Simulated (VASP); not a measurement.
# Co (P6_3/mmc) in VASP: notebook

The runs below take Co through single point, with PBEsol.

All numbers are computed with VASP 6.6.1; they aren't measurements. Logs are shortened: lines on timing, memory, paths and dates and some standing lists are left out, and cuts for length are marked.

## 1. The cell of the first run

The structure is hexagonal, space group P6_3/mmc (No. 194). Conventional cell: a = 2.425 Å, b = 2.425 Å, c = 3.915 Å, α = 90.00°, β = 90.00°, γ = 120.00°. Within 3.2 Å of Co (site symmetry -6m2) lie 12 Co at 2.41 to 2.43 Å.

## 2. Single point, PBEsol, collinear spin, ferromagnetic start

The input, INCAR:

```
SYSTEM = Co
PREC = Accurate ; ENCUT = 520
EDIFF = 1E-6 ; ISMEAR = -1
SIGMA = 0.05 ; LREAL = .False.
LASPH = .True. ; NELM = 150
ALGO = Fast ; ISIF = 2
LWAVE = .False. ; LCHARG = .False.
ISPIN = 2 ; MAGMOM = 2 2
LORBIT = 11 ; LMAXMIX = 4
GGA = PS ; NBANDS = 20
```

The input, KPOINTS:

```
regular mesh
0
Gamma
  12 12 7
  0 0 0
```

The input, POSCAR:

```
Co
1.0
    2.4252326679      0.0000000000      0.0000000000
   -1.2126163340      2.1003131005      0.0000000000
    0.0000000000      0.0000000000      3.9154709324
Co
2
Direct
    0.6666666667      0.3333333333      0.7500000000
    0.3333333333      0.6666666667      0.2500000000
```

Potentials or basis: VASP PAW PBE potentials, release 64 (Co).

Launch:

```
$ cat potpaw_PBE.64/Co/POTCAR > POTCAR
$ mpirun -np 1 vasp_std > vasp.out
```

OUTCAR:

```text
SYSTEM = Co
   PREC = Accurate
   ENCUT = 520
   EDIFF = 1E-6
   ISMEAR = -1
   LREAL = .False.
   LASPH = .True.
   NELM = 150
   ISIF = 2
   ISPIN = 2
   LORBIT = 11
   GGA = PS

 ion  position               nearest neighbor table
   1  0.667  0.333  0.750-   2 2.41   2 2.41   2 2.41   2 2.41   2 2.41   2 2.41
   2  0.333  0.667  0.250-   1 2.41   1 2.41   1 2.41   1 2.41   1 2.41   1 2.41

  LATTYP: Found a hexagonal cell.
 ALAT       =     2.4252326679
 C/A-ratio  =     1.6144722872

  Lattice vectors:

 A1 = (   2.4252326679,   0.0000000000,   0.0000000000)
 A2 = (  -1.2126163340,   2.1003131005,   0.0000000000)
 A3 = (   0.0000000000,   0.0000000000,   3.9154709324)

Analysis of symmetry for initial positions (statically):
=====================================================================
 Subroutine PRICEL returns:
 Original cell was already a primitive cell.

 Routine SETGRP: Setting up the symmetry group for a
 hexagonal supercell.

 Subroutine GETGRP returns: Found 24 space group operations
 (whereof 12 operations were pure point group operations)
 out of a pool of 24 trial point group operations.

The static configuration has the point symmetry D_3d.
 The point group associated with its full space group is D_6h.

Analysis of symmetry for dynamics (positions and initial velocities):
=====================================================================
 Subroutine PRICEL returns:
 Original cell was already a primitive cell.

 Routine SETGRP: Setting up the symmetry group for a
 hexagonal supercell.

 Subroutine GETGRP returns: Found 24 space group operations
 (whereof 12 operations were pure point group operations)
 out of a pool of 24 trial point group operations.

The dynamic configuration has the point symmetry D_3d.
 The point group associated with its full space group is D_6h.

Analysis of structural, dynamic, and magnetic symmetry:
=====================================================================
 Subroutine PRICEL returns:
 Original cell was already a primitive cell.

 Routine SETGRP: Setting up the symmetry group for a
 hexagonal supercell.

 Subroutine GETGRP returns: Found 24 space group operations
 (whereof 12 operations were pure point group operations)
 out of a pool of 24 trial point group operations.

The overall configuration has the point symmetry D_3d.
 The point group associated with its full space group is D_6h.

 Subroutine INISYM returns: Found 24 space group operations
 (whereof 12 operations are pure point group operations),
 and found     1 'primitive' translations

----------------------------------------------------------------------------------------

                                     Primitive cell

  volume of cell :      19.9444

  direct lattice vectors                    reciprocal lattice vectors
     2.425232668  0.000000000  0.000000000     0.412331573  0.238059744  0.000000000
    -1.212616334  2.100313101  0.000000000     0.000000000  0.476119489  0.000000000
     0.000000000  0.000000000  3.915470932     0.000000000  0.000000000  0.255397120

  length of vectors
     2.425232668  2.425232668  3.915470932     0.476119489  0.476119489  0.255397120

  position of ions in fractional coordinates (direct lattice)
     0.666666667  0.333333333  0.750000000
     0.333333333  0.666666667  0.250000000

  ion indices of the primitive-cell ions
   primitive index   ion index
                 1           1
                 2           2

----------------------------------------------------------------------------------------

 KPOINTS: regular mesh

Automatic generation of k-mesh.
 Grid dimensions read from file:
 generate k-points for:   12   12    7

 Generating k-lattice:

  Cartesian coordinates                     Fractional coordinates (reciprocal lattice)
     0.034360964  0.019838312  0.000000000     0.083333333 -0.000000000  0.000000000
     0.000000000  0.039676624  0.000000000     0.000000000  0.083333333  0.000000000
     0.000000000  0.000000000  0.036485303     0.000000000  0.000000000  0.142857143

  Length of vectors
     0.039676624  0.039676624  0.036485303

  Shift w.r.t. Gamma in fractional coordinates (k-lattice)
     0.000000000  0.000000000  0.000000000

 Subroutine IBZKPT returns following result:
 ===========================================

 Found     76 irreducible k-points:

 Following reciprocal coordinates:
            Coordinates               Weight
  0.000000  0.000000  0.000000      1.000000
  0.083333 -0.000000  0.000000      6.000000
  0.166667 -0.000000  0.000000      6.000000
  0.250000  0.000000  0.000000      6.000000
  0.333333  0.000000  0.000000      6.000000
  0.416667  0.000000  0.000000      6.000000
[... 16 lines left out ...]
  0.250000  0.000000  0.142857     12.000000
  0.333333  0.000000  0.142857     12.000000
 [... further k-points ...]
   k-points           NKPTS =     76   k-points in BZ     NKDIM =     76   number of bands    NBANDS=     20
   number of dos      NEDOS =    301   number of ions     NIONS =      2
   total plane-waves  NPLWV =   9720
   dimension x,y,z NGX =    18 NGY =   18 NGZ =   30
   dimension x,y,z NGXF=    36 NGYF=   36 NGZF=   60
   ions per type =               2
   NGX,Y,Z   is equivalent  to a cutoff of  12.34, 12.34, 12.74 a.u.
   NGXF,Y,Z  is equivalent  to a cutoff of  24.68, 24.68, 25.48 a.u.
 SYSTEM =  Co
   PREC   = accura    normal or accurate (medium, high low for compatibility)
   ISTART =      0    job   : 0-new  1-cont  2-samecut
   ICHARG =      2    charge: 1-file 2-atom 10-const
   ISPIN  =      2    spin polarized calculation?
   LNONCOLLINEAR =      F non collinear calculations
   LSORBIT =      F    spin-orbit coupling
   LASPH  =      T    aspherical Exc in radial PAW
   ENCUT  =  520.0 eV  38.22 Ry    6.18 a.u.   4.51  4.51  7.28*2*pi/ulx,y,z
   NELM   =    150;   NELMIN=  2; NELMDL= -5     # of ELM steps
   EDIFF  = 0.1E-05   stopping-criterion for ELM
   LREAL  =      F    real-space projection
   EDIFFG = 0.1E-04   stopping-criterion for IOM
   NSW    =      0    number of steps for IOM
   IBRION =     -1    ionic relax: 0-MD 1-quasi-New 2-CG
   NFREE  =      0    steps in history (QN), initial steepest desc. (CG)
   ISIF   =      2    stress and relaxation
   ISYM   =      2    0-nonsym 1-usesym 2-fastsym
   POTIM  = 0.5000    time-step for ionic-motion
   TEBEG  =    0.0;   TEEND  =   0.0 temperature during run
   PSTRESS=    0.0 pullay stress
   NELECT =      18.0000    total number of electrons
   NUPDOWN=      -1.0000    fix difference up-down
   EMIN   =  10.00;   EMAX   =-10.00  energy-range for DOS
   EFERMI =   0.00;   METHOD = LEGACY
   ISMEAR =    -1;   SIGMA  =   0.05  broadening in eV -4-tet -1-fermi 0-gaus
   EFERMI_NEDOS =   21; number of points for ismear=-14 and -15
   IALGO  =     68    algorithm
   IMIX   =      4    mixing-type and parameters
     AMIX     =   0.40;   BMIX     =  1.00
     AMIX_MAG =   1.60;   BMIX_MAG =  1.00
  volume/ion in A,a.u.               =       9.97        67.30
  Fermi-wavevector in a.u.,A,eV,Ry     =   1.582068  2.989675 34.054560  2.502940
  Thomas-Fermi vector in A             =   2.682048
   LORBIT       =     11    0 simple, 1 ext, 2 COOP (PROOUT), +10 PAW based schemes
   GGA     = PS    functional components
   LHFCALC =     F    Hartree Fock is set to
   AEXX    =    0.0000 exact exchange contribution
   IVDW    =     0    specifies the selected vdW correction
   LEPSILON=     F    determine dielectric tensor
   LRPA    =     F    only Hartree local field effects (RPA)
 spin polarized calculation
 RMM-DIIS sequential band-by-band and
  energy-cutoff  :      520.00
  volume of cell :       19.94
 maximum number of plane-waves:       555
   NGX =  9   NGY =  9   NGZ = 15

 number of electron      17.9999995 magnetization       3.0178835

 Free energy of the ion-electron system (eV)
  ---------------------------------------------------
  ext. energy  EPLUGINS =         0.00000000
  ---------------------------------------------------
  free energy    TOTEN  =       -15.45718696 eV

  energy without entropy =      -15.44371302  energy(sigma->0) =      -15.45044999

 E-fermi :  11.3075     XC(G=0): -14.0856

 val. band max:       11.3067414723   @ k =   0.1667   0.1667   0.2857
 cond. band min:      11.3101756518   @ k =   0.3333   0.0000   0.4286
 fundamental gap:      0.0034341796
 Fermi energy:        11.3074958305

 spin component 1

 k-point     1 :       0.0000    0.0000    0.0000
  band No.  band energies     occupation
      1       1.8370      1.00000
      2       5.7641      1.00000
      3       8.6226      1.00000
      4       8.6398      1.00000
      5       8.6398      1.00000
      6       9.0051      1.00000
[... 12 lines left out ...]
     19      38.6203      0.00000
     20      38.6203      0.00000
[... 507 lines left out ...]
 k-point    24 :       0.3333    0.0000    0.1429
  band No.  band energies     occupation
      1       5.2371      1.00000
      2       6.5797      1.00000
      3       7.0009      1.00000
      4       7.8448      1.00000
      5       8.6939      1.00000
      6       8.7351      1.00000
[... 12 lines left out ...]
     19      35.8583      0.00000
     20      37.4971      0.00000

 [... further k-points ...]

 spin component 2

 k-point     1 :       0.0000    0.0000    0.0000
  band No.  band energies     occupation
      1       1.9085      1.00000
      2       6.6681      1.00000
      3      10.1488      1.00000
      4      10.1525      1.00000
      5      10.1525      1.00000
      6      10.5704      1.00000
[... 12 lines left out ...]
     19      38.9659      0.00000
     20      38.9659      0.00000
[... 507 lines left out ...]
 k-point    24 :       0.3333    0.0000    0.1429
  band No.  band energies     occupation
      1       5.5476      1.00000
      2       7.6872      1.00000
      3       8.0715      1.00000
      4       9.0265      1.00000
      5      10.0704      1.00000
      6      10.2803      1.00000
[... 12 lines left out ...]
     19      36.3210      0.00000
     20      37.8602      0.00000

 [... further k-points ...]
[... 5 lines left out ...]
  --------------------------------------------------------------------------------------
  -------------------------------------------------------------------------------------
  Total        1.1018893      1.1018893      1.0957876     -0.0000000      0.0000000      0.0000000
  in kB       88.5170805     88.5170805     88.0269219     -0.0000000      0.0000000      0.0000000
  external PRESSURE =      88.3536943 kB  Pullay stress =       0.0000000 kB

 VOLUME and BASIS-vectors are now :
 -----------------------------------------------------------------------------
  energy-cutoff  :      520.00
  volume of cell :       19.94
      direct lattice vectors                 reciprocal lattice vectors
     2.425232668  0.000000000  0.000000000     0.412331573  0.238059744  0.000000000
    -1.212616334  2.100313101  0.000000000     0.000000000  0.476119489  0.000000000
     0.000000000  0.000000000  3.915470932     0.000000000  0.000000000  0.255397120

 POSITION                                       TOTAL-FORCE (eV/Angst)
 -----------------------------------------------------------------------------------
      1.21262      0.70010      2.93660        -0.000000      0.000000      0.000000
     -0.00000      1.40021      0.97887         0.000000      0.000000      0.000000
 -----------------------------------------------------------------------------------
    total drift:                                0.000000      0.000000     -0.000000

  FREE ENERGIE OF THE ION-ELECTRON SYSTEM (eV)
  ---------------------------------------------------
  free  energy   TOTEN  =       -15.4571869612 eV

  energy  without entropy=      -15.4437130226  energy(sigma->0) =      -15.45044999

 total charge

# of ion       s       p       d       tot
------------------------------------------
    1        0.525   0.602   7.323   8.450
    2        0.525   0.602   7.323   8.450
--------------------------------------------------
tot          1.050   1.204  14.646  16.901

 magnetization (x)

# of ion       s       p       d       tot
------------------------------------------
    1       -0.016  -0.051   1.576   1.509
    2       -0.016  -0.051   1.576   1.509
--------------------------------------------------
tot         -0.032  -0.102   3.152   3.018
```

Wall time 1.8 min (1 thread of Intel Xeon 8259CL, shared host); peak memory 0.17 GiB.

Results:

| Property | Result |
| --- | --- |
| Free energy | -15.4572 eV |
| Pressure | 8.8 GPa |
| Net moment | 3.02 μB per cell |
| Site moments | Co +1.51 μB |
| Valence electrons inside the program's atomic spheres | Co 8.45 |

Caveat: the cell stands under pressure; the PAW data sets were made with another functional, which shifts forces and pressure a little.

## 3. Single point, PBEsol, collinear spin, ferromagnetic start

This run uses another cell than the first one, of 10.16 Å³/atom.

The input, INCAR:

```
ALGO = Normal
EDIFF = 1E-7
ENCUT = 520
GGA = PS
ISIF = 2
ISMEAR = -1
ISPIN = 2
LASPH = True
LCHARG = False
LMAXMIX = 4
LORBIT = 11
LREAL = False
LWAVE = False
MAGMOM = 2 2
NBANDS = 20
NELM = 150
PREC = Accurate
SIGMA = 0.05
```

The input, KPOINTS:

```
k-points
0
Gamma
  12 12 7
```

The input, POSCAR:

```
Co
1.0
    2.4403245134      0.0000000000      0.0000000000
   -1.2201622567      2.1133830221      0.0000000000
    0.0000000000      0.0000000000      3.9387339055
Co
2
Direct
    0.6666666667      0.3333333333      0.7500000000
    0.3333333333      0.6666666667      0.2500000000
```

Potentials or basis: VASP PAW PBE potentials, release 64 (Co).

Launch:

```
$ cat potpaw_PBE.64/Co/POTCAR > POTCAR
$ mpirun -np 1 vasp_std > vasp.out
```

It took 1.8 min on 1 thread of Intel Xeon 8259CL, shared host; peak memory 0.17 GiB.

It converged, with:

* Free energy: -15.4718 eV
* Pressure: 3.9 GPa
* Net moment: 3.06 μB per cell
* Site moments: Co +1.53 μB
* Valence electrons inside the program's atomic spheres: Co 8.41

Stress tensor (GPa, compression positive):
```
3.96 0.00 0.00
0.00 3.96 0.00
0.00 0.00 3.88
```

Levels at points of the mesh, in eV from the Fermi level:
Spin up:
```tsv
k point	band 8	band 9	band 10	band 11	band 12	band 13
(0.00, 0.00, 0.00)	-1.90	-1.90	-0.67	-0.67	-0.14	6.99
(0.50, 0.00, 0.00)	-0.53	-0.41	-0.36	1.51	3.66	10.21
```
Spin down:
```csv
k point,band 5,band 6,band 7,band 8,band 9,band 10
"(0.00, 0.00, 0.00)",-1.11,-0.70,-0.70,-0.25,-0.25,-0.11
"(0.50, 0.00, 0.00)",-1.29,-1.16,-0.71,1.24,1.40,1.43
```

Caveat: the cell stands under pressure; the PAW data sets were made with another functional, which shifts forces and pressure a little.
